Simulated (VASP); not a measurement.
# LiF (P3m1) in VASP: further runs

LiF is run at these levels: PBEsol; tasks: single point, relaxation of cell and atoms.

Everything below comes from runs of VASP 6.6.1. Logs are shortened: lines on timing, memory, paths and dates and some standing lists are left out, and cuts for length are marked.

## (1) The cell of the first run

It takes space group P3m1 (No. 156, trigonal). The conventional cell has a = 3.062 Å, b = 3.062 Å, c = 12.326 Å, α = 90.00°, β = 90.00°, γ = 120.00°. Within 2.5 Å of Li (site symmetry 3m) lie 4 F at 1.86 Å. Within 2.5 Å of Li (site symmetry 3m) lie 4 F at 1.86 to 1.88 Å. Within 2.5 Å of Li (site symmetry 3m) lie 4 F at 1.87 Å. Within 2.5 Å of Li (site symmetry 3m) lie 4 F at 1.87 Å. Li (site symmetry 3m) has 4 F at 1.86 to 1.87 Å within 2.5 Å. F (site symmetry 3m) has 4 Li at 1.86 Å within 2.5 Å. F (site symmetry 3m) has 4 Li at 1.87 to 1.88 Å within 2.5 Å. Within 2.5 Å of F (site symmetry 3m) lie 4 Li at 1.87 Å.

## (2) Single point, PBEsol

Input file INCAR:

```
SYSTEM = LiF
PREC     = Accurate       ! precision mode
ENCUT    = 520            ! plane-wave cutoff, eV
EDIFF    = 1E-7           ! SCF threshold, eV
ISMEAR   = 0              ! smearing method
SIGMA    = 0.02           ! smearing width, eV
LREAL    = .FALSE.        ! projectors in reciprocal space
LASPH    = .TRUE.         ! aspherical terms in the spheres
NELM     = 100            ! most SCF steps
ALGO     = Normal         ! electronic algorithm
ISIF     = 2              ! what is computed and relaxed
LWAVE    = .FALSE.        ! write WAVECAR
LCHARG   = .TRUE.         ! write CHGCAR
GGA      = PS             ! functional
LELF     = .TRUE.         ! ELF
LVHAR    = .TRUE.       
NBANDS   = 36             ! bands
```

Input file KPOINTS:

```
regular mesh
0
G
  9 9 3
  0 0 0
```

Input file POSCAR:

```
LiF
1.0
    3.0623392028      0.0000000000      0.0000000000
   -1.5311696014      2.6520635446      0.0000000000
    0.0000000000      0.0000000000     12.3264424959
Li F
5 5
Direct
    0.0000000000      0.0000000000     -0.0011239187
    0.3333333333      0.6666666667      0.1978052657
    0.6666666667      0.3333333333      0.3988907891
    0.0000000000      0.0000000000      0.5999058421
    0.3333333333      0.6666666667      0.8004683282
    0.0000000000      0.0000000000      0.1498614934
    0.3333333333      0.6666666667      0.3499215184
    0.6666666667      0.3333333333      0.5509439423
    0.0000000000      0.0000000000      0.7519464649
    0.3333333333      0.6666666667      0.9513802746
```

Potentials or basis: VASP PAW PBE potentials, release 64 (Li_sv, F).

Started as:

```bash
$ cat potpaw_PBE.64/Li_sv/POTCAR potpaw_PBE.64/F/POTCAR > POTCAR
$ mpirun -np 1 vasp_std > vasp.out
```

OUTCAR:

```text
SYSTEM = LiF
   PREC = Accurate
   ENCUT = 520
   EDIFF = 1E-7
   ISMEAR = 0
   LREAL = .FALSE.
   LASPH = .TRUE.
   NELM = 100
   ISIF = 2
   GGA = PS

 ion  position               nearest neighbor table
   1  0.000  0.000  0.999-   6 1.86  10 1.86  10 1.86  10 1.86
   2  0.333  0.667  0.198-   6 1.86   6 1.86   6 1.86   7 1.88
   3  0.667  0.333  0.399-   7 1.87   7 1.87   7 1.87   8 1.87
   4  0.000  0.000  0.600-   8 1.87   8 1.87   8 1.87   9 1.87
   5  0.333  0.667  0.800-  10 1.86   9 1.87   9 1.87   9 1.87
   6  0.000  0.000  0.150-   1 1.86   2 1.86   2 1.86   2 1.86
   7  0.333  0.667  0.350-   3 1.87   3 1.87   3 1.87   2 1.88
   8  0.667  0.333  0.551-   4 1.87   4 1.87   4 1.87   3 1.87
   9  0.000  0.000  0.752-   5 1.87   5 1.87   5 1.87   4 1.87
  10  0.333  0.667  0.951-   5 1.86   1 1.86   1 1.86   1 1.86

  LATTYP: Found a hexagonal cell.
 ALAT       =     3.0623392028
 C/A-ratio  =     4.0251721575

  Lattice vectors:

 A1 = (   3.0623392028,   0.0000000000,   0.0000000000)
 A2 = (  -1.5311696014,   2.6520635446,   0.0000000000)
 A3 = (   0.0000000000,   0.0000000000,  12.3264424959)

Analysis of symmetry for initial positions (statically):
=====================================================================
 Subroutine PRICEL returns:
 Original cell was already a primitive cell.

 Routine SETGRP: Setting up the symmetry group for a
 hexagonal supercell.

 Subroutine GETGRP returns: Found  6 space group operations
 (whereof  6 operations were pure point group operations)
 out of a pool of 24 trial point group operations.

The static configuration has the point symmetry C_3v.

Analysis of symmetry for dynamics (positions and initial velocities):
=====================================================================
 Subroutine PRICEL returns:
 Original cell was already a primitive cell.

 Routine SETGRP: Setting up the symmetry group for a
 hexagonal supercell.

 Subroutine GETGRP returns: Found  6 space group operations
 (whereof  6 operations were pure point group operations)
 out of a pool of 24 trial point group operations.

The dynamic configuration has the point symmetry C_3v.

 Subroutine INISYM returns: Found  6 space group operations
 (whereof  6 operations are pure point group operations),
 and found     1 'primitive' translations

----------------------------------------------------------------------------------------

                                     Primitive cell

  volume of cell :     100.1094

  direct lattice vectors                    reciprocal lattice vectors
     3.062339203  0.000000000  0.000000000     0.326547758  0.188532436  0.000000000
    -1.531169601  2.652063545  0.000000000     0.000000000  0.377064872  0.000000000
     0.000000000  0.000000000 12.326442496     0.000000000  0.000000000  0.081126408

  length of vectors
     3.062339203  3.062339203 12.326442496     0.377064872  0.377064872  0.081126408

  position of ions in fractional coordinates (direct lattice)
     0.000000000  0.000000000  0.998876081
     0.333333333  0.666666667  0.197805266
     0.666666667  0.333333333  0.398890789
     0.000000000  0.000000000  0.599905842
     0.333333333  0.666666667  0.800468328
     0.000000000  0.000000000  0.149861493
     0.333333333  0.666666667  0.349921518
     0.666666667  0.333333333  0.550943942
     0.000000000  0.000000000  0.751946465
     0.333333333  0.666666667  0.951380275

  ion indices of the primitive-cell ions
   primitive index   ion index
                 1           1
                 2           2
                 3           3
                 4           4
                 5           5
                 6           6
                 7           7
                 8           8
                 9           9
                10          10

----------------------------------------------------------------------------------------

 KPOINTS: regular mesh

Automatic generation of k-mesh.
 Grid dimensions read from file:
 generate k-points for:    9    9    3

 Generating k-lattice:

  Cartesian coordinates                     Fractional coordinates (reciprocal lattice)
     0.036283084  0.020948048  0.000000000     0.111111111 -0.000000000  0.000000000
     0.000000000  0.041896097  0.000000000     0.000000000  0.111111111  0.000000000
     0.000000000  0.000000000  0.027042136     0.000000000  0.000000000  0.333333333

  Length of vectors
     0.041896097  0.041896097  0.027042136

  Shift w.r.t. Gamma in fractional coordinates (k-lattice)
     0.000000000  0.000000000  0.000000000

 Subroutine IBZKPT returns following result:
 ===========================================

 Found     31 irreducible k-points:

 Following reciprocal coordinates:
            Coordinates               Weight
  0.000000  0.000000  0.000000      1.000000
  0.111111  0.000000  0.000000      6.000000
  0.222222 -0.000000  0.000000      6.000000
  0.333333  0.000000  0.000000      6.000000
  0.444444 -0.000000  0.000000      6.000000
  0.111111  0.111111  0.000000      6.000000
[... 16 lines left out ...]
  0.222222  0.111111  0.333333     12.000000
 -0.111111  0.333333  0.333333     12.000000
 [... further k-points ...]
   k-points           NKPTS =     31   k-points in BZ     NKDIM =     31   number of bands    NBANDS=     36
   number of dos      NEDOS =    301   number of ions     NIONS =     10
   total plane-waves  NPLWV =  55296
   dimension x,y,z NGX =    24 NGY =   24 NGZ =   96
   dimension x,y,z NGXF=    48 NGYF=   48 NGZF=  192
   ions per type =               5   5
   NGX,Y,Z   is equivalent  to a cutoff of  13.03, 13.03, 12.95 a.u.
   NGXF,Y,Z  is equivalent  to a cutoff of  26.06, 26.06, 25.89 a.u.
 SYSTEM =  LiF
   PREC   = accura    normal or accurate (medium, high low for compatibility)
   ISTART =      0    job   : 0-new  1-cont  2-samecut
   ICHARG =      2    charge: 1-file 2-atom 10-const
   ISPIN  =      1    spin polarized calculation?
   LNONCOLLINEAR =      F non collinear calculations
   LSORBIT =      F    spin-orbit coupling
   LASPH  =      T    aspherical Exc in radial PAW
   ENCUT  =  520.0 eV  38.22 Ry    6.18 a.u.   5.69  5.69 22.92*2*pi/ulx,y,z
   NELM   =    100;   NELMIN=  2; NELMDL= -5     # of ELM steps
   EDIFF  = 0.1E-06   stopping-criterion for ELM
   LREAL  =      F    real-space projection
   EDIFFG = 0.1E-05   stopping-criterion for IOM
   NSW    =      0    number of steps for IOM
   IBRION =     -1    ionic relax: 0-MD 1-quasi-New 2-CG
   NFREE  =      0    steps in history (QN), initial steepest desc. (CG)
   ISIF   =      2    stress and relaxation
   ISYM   =      2    0-nonsym 1-usesym 2-fastsym
   POTIM  = 0.5000    time-step for ionic-motion
   TEBEG  =    0.0;   TEEND  =   0.0 temperature during run
   PSTRESS=    0.0 pullay stress
   NELECT =      50.0000    total number of electrons
   NUPDOWN=      -1.0000    fix difference up-down
   EMIN   =  10.00;   EMAX   =-10.00  energy-range for DOS
   EFERMI =   0.00;   METHOD = LEGACY
   ISMEAR =     0;   SIGMA  =   0.02  broadening in eV -4-tet -1-fermi 0-gaus
   EFERMI_NEDOS =   21; number of points for ismear=-14 and -15
   IALGO  =     38    algorithm
   IMIX   =      4    mixing-type and parameters
     AMIX     =   0.40;   BMIX     =  1.00
     AMIX_MAG =   1.60;   BMIX_MAG =  1.00
  volume/ion in A,a.u.               =      10.01        67.56
  Fermi-wavevector in a.u.,A,eV,Ry     =   1.298892  2.454551 22.954681  1.687121
  Thomas-Fermi vector in A             =   2.430191
   LORBIT       =      0    0 simple, 1 ext, 2 COOP (PROOUT), +10 PAW based schemes
   GGA     = PS    functional components
   LHFCALC =     F    Hartree Fock is set to
   AEXX    =    0.0000 exact exchange contribution
   IVDW    =     0    specifies the selected vdW correction
   LEPSILON=     F    determine dielectric tensor
   LRPA    =     F    only Hartree local field effects (RPA)
 non-spin polarized calculation
 Gauss-broadening in eV      SIGMA  =   0.02
  energy-cutoff  :      520.00
  volume of cell :      100.11
 maximum number of plane-waves:      2710
 NGX is ok and might be reduce to    24
   NGX = 11   NGY = 11   NGZ = 45

 number of electron      49.9999960 magnetization

 Free energy of the ion-electron system (eV)
  ---------------------------------------------------
  ext. energy  EPLUGINS =         0.00000000
  ---------------------------------------------------
  free energy    TOTEN  =       -48.94185536 eV

  energy without entropy =      -48.94185536  energy(sigma->0) =      -48.94185536

 E-fermi :  -2.5397     XC(G=0):  -8.9956

 val. band max:       -2.6380886588   @ k =   0.0000   0.0000   0.0000
 cond. band min:       4.9988713053   @ k =   0.0000   0.0000   0.0000
 fundamental gap:      7.6369599641
 Fermi energy:        -2.5397438484

 k-point     1 :       0.0000    0.0000    0.0000
  band No.  band energies     occupation
      1     -42.4118      2.00000
      2     -42.3925      2.00000
      3     -42.3374      2.00000
      4     -42.3257      2.00000
      5     -42.2880      2.00000
      6     -21.9015      2.00000
[... 28 lines left out ...]
     35      16.0360      0.00000
     36      16.0484      0.00000

 k-point     2 :       0.1111    0.0000    0.0000
  band No.  band energies     occupation
      1     -42.4083      2.00000
      2     -42.3899      2.00000
      3     -42.3343      2.00000
      4     -42.3227      2.00000
      5     -42.2855      2.00000
      6     -21.8852      2.00000
[... 28 lines left out ...]
     35      16.0646      0.00000
     36      16.0827      0.00000
[... 817 lines left out ...]
     35      14.6764      0.00000
     36      15.0084      0.00000

 k-point    24 :      -0.1111    0.3333    0.3333
  band No.  band energies     occupation
      1     -42.3918      2.00000
      2     -42.3789      2.00000
      3     -42.3207      2.00000
      4     -42.3092      2.00000
      5     -42.2746      2.00000
      6     -21.8063      2.00000
[... 28 lines left out ...]
     35      14.5557      0.00000
     36      15.0406      0.00000

 [... further k-points ...]
[... 5 lines left out ...]
  --------------------------------------------------------------------------------------
  -------------------------------------------------------------------------------------
  Total       -0.0212680     -0.0212680     -0.0168823      0.0000000      0.0000000      0.0000000
  in kB       -0.3403790     -0.3403790     -0.2701888      0.0000000      0.0000000      0.0000000
  external PRESSURE =      -0.3169822 kB  Pullay stress =       0.0000000 kB

 VOLUME and BASIS-vectors are now :
 -----------------------------------------------------------------------------
  energy-cutoff  :      520.00
  volume of cell :      100.11
      direct lattice vectors                 reciprocal lattice vectors
     3.062339203  0.000000000  0.000000000     0.326547758  0.188532436  0.000000000
    -1.531169601  2.652063545  0.000000000     0.000000000  0.377064872  0.000000000
     0.000000000  0.000000000 12.326442496     0.000000000  0.000000000  0.081126408

 POSITION                                       TOTAL-FORCE (eV/Angst)
 -----------------------------------------------------------------------------------
      0.00000      0.00000     12.31259        -0.000000      0.000000     -0.002294
     -0.00000      1.76804      2.43824        -0.000000      0.000000      0.000951
      1.53117      0.88402      4.91690         0.000000      0.000000     -0.000441
      0.00000      0.00000      7.39470         0.000000     -0.000000      0.000920
     -0.00000      1.76804      9.86693        -0.000000      0.000000     -0.002787
      0.00000      0.00000      1.84726        -0.000000     -0.000000      0.002396
     -0.00000      1.76804      4.31329        -0.000000      0.000000     -0.001224
      1.53117      0.88402      6.79118         0.000000     -0.000000      0.000245
      0.00000      0.00000      9.26882         0.000000     -0.000000     -0.000513
     -0.00000      1.76804     11.72713         0.000000     -0.000000      0.002747
 -----------------------------------------------------------------------------------
    total drift:                                0.000001     -0.000003      0.000019

  FREE ENERGIE OF THE ION-ELECTRON SYSTEM (eV)
  ---------------------------------------------------
  free  energy   TOTEN  =       -48.9418553634 eV

  energy  without entropy=      -48.9418553634  energy(sigma->0) =      -48.94185536
```

Run time: 54 s. Hardware: 1 thread of Intel Xeon 6975P-C (Granite Rapids), shared host; peak memory 0.24 GiB.

What came out:

```yaml
Free_energy: -48.9419 eV
Band_gap_on_the_k_mesh: 7.64 eV, direct
```

Forces on the atoms (eV/Å):
```
Li   0.000  0.000 -0.002
Li   0.000  0.000  0.001
Li   0.000  0.000  0.000
Li   0.000  0.000  0.001
Li   0.000  0.000 -0.003
F    0.000  0.000  0.002
F    0.000  0.000 -0.001
F    0.000  0.000  0.000
F    0.000  0.000 -0.001
F    0.000  0.000  0.003
```

Caveat: the cutoff is under 1.25 times the usual one of these potentials, so pressure, stress and relaxed cells hold a basis-set (Pulay) error; the PAW data sets were made with another functional, which shifts forces and pressure a little.

## (3) Relaxation of cell and atoms, PBEsol

This run uses another cell than the first one, of 9.98 Å³/atom, 0.997 times its volume.

Input file INCAR:

```
SYSTEM = LiF
  ALGO = Normal
  EDIFF = 1E-6
  EDIFFG = -0.01
  ENCUT = 600
  GGA = PS
  IBRION = 2
  ISIF = 3
  ISMEAR = 0
  LASPH = .True.
  LCHARG = .False.
  LREAL = .False.
  LWAVE = .False.
  NELM = 100
  NSW = 65
  PREC = Accurate
  SIGMA = 0.02
```

Input file KPOINTS:

```
k-points
0
Gamma
  9 9 3
  0 0 0
```

Input file POSCAR:

```
LiF
1.0
    3.0929711670      0.0000000000      0.0000000000
   -1.5464855835      2.6785916038      0.0000000000
    0.0000000000      0.0000000000     12.0517073326
Li F
5 5
Direct
    0.0000000000      0.0000000000      0.0000000000
    0.3333333333      0.6666666667      0.2000000000
    0.6666666667      0.3333333333      0.4000000000
    0.0000000000      0.0000000000      0.6000000000
    0.3333333333      0.6666666667      0.8000000000
    0.0000000000      0.0000000000      0.1500000000
    0.3333333333      0.6666666667      0.3500000000
    0.6666666667      0.3333333333      0.5500000000
    0.0000000000      0.0000000000      0.7500000000
    0.3333333333      0.6666666667      0.9500000000
```

Potentials or basis: VASP PAW PBE potentials, release 64 (Li_sv, F).

Started as:

```bash
$ cat potpaw_PBE.64/Li_sv/POTCAR potpaw_PBE.64/F/POTCAR > POTCAR
$ mpirun -np 1 vasp_std > vasp.out
```

Wall time 5.1 min (1 thread of Intel Xeon 6975P-C (Granite Rapids), shared host); peak memory 0.3 GiB.

Results (log left out):

| Quantity | Value |
| --- | --- |
| Free energy | -48.9560 eV |
| Relaxed volume | 9.97 Å³/atom |
| Relaxed cell | a = 3.058 Å, b = 3.058 Å, c = 12.319 Å, α = 90.00°, β = 90.00°, γ = 120.00° |
| Space group after relaxing (to 0.05 Å) | P3m1 (No. 156) |
| Energy gained by relaxing | 4.2 meV/atom |
| Ionic steps | 9 |
| Pressure after relaxing | 0.0 GPa |
| Largest force after relaxing | 0.003 eV/Å |
| Band gap on the k mesh | 7.66 eV, direct |

Forces in eV/Å, atoms in the order of the input:
```
Li   0.000  0.000  0.000
Li   0.000  0.000 -0.001
Li   0.000  0.000 -0.002
Li   0.000  0.000  0.003
Li   0.000  0.000 -0.001
F    0.000  0.000  0.001
F    0.000  0.000 -0.003
F    0.000  0.000  0.001
F    0.000  0.000  0.003
F    0.000  0.000 -0.001
```

The path:
| step | energy change (eV) | largest force (eV/Å) | pressure (GPa) | volume (Å³) |
| --- | --- | --- | --- | --- |
| 1 | 0.0000 | 0.2702 | 0.13 | 99.85 |
| 2 | -0.0335 | 0.0980 | -0.11 | 99.95 |
| 3 | -0.0393 | 0.0463 | -0.17 | 100.02 |
| 4 | -0.0399 | 0.0399 | -0.08 | 99.84 |
| 5 | -0.0408 | 0.0330 | 0.22 | 99.31 |
| 6 | -0.0413 | 0.0207 | 0.13 | 99.48 |
| 7 | -0.0417 | 0.0105 | 0.02 | 99.68 |
| 8 | -0.0417 | 0.0133 | 0.00 | 99.72 |
| 9 | -0.0417 | 0.0034 | -0.01 | 99.75 |

Final structure:
```
CELL_PARAMETERS angstrom
3.05773 0.00000 0.00000
-1.52887 2.64808 0.00000
0.00000 0.00000 12.31897
ATOMIC_POSITIONS crystal
Li 0.00000 0.00000 0.99891
Li 0.33333 0.66667 0.19796
Li 0.66667 0.33333 0.39900
Li 0.00000 0.00000 0.59984
Li 0.33333 0.66667 0.80040
F 0.00000 0.00000 0.14989
F 0.33333 0.66667 0.35000
F 0.66667 0.33333 0.55088
F 0.00000 0.00000 0.75178
F 0.33333 0.66667 0.95132
```

Levels at points of the mesh, in eV from the valence-band top:
| k point | band 21 | band 22 | band 23 | band 24 | band 25 | band 26 | band 27 | band 28 | band 29 | band 30 |
| --- | --- | --- | --- | --- | --- | --- | --- | --- | --- | --- |
| (0.00, 0.00, 0.00) | -0.15 | -0.15 | -0.04 | -0.04 | 0.00 | 7.66 | 8.74 | 8.75 | 11.03 | 11.14 |

Caveat: the cutoff is under 1.25 times the usual one of these potentials, so pressure, stress and relaxed cells hold a basis-set (Pulay) error; the PAW data sets were made with another functional, which shifts forces and pressure a little.
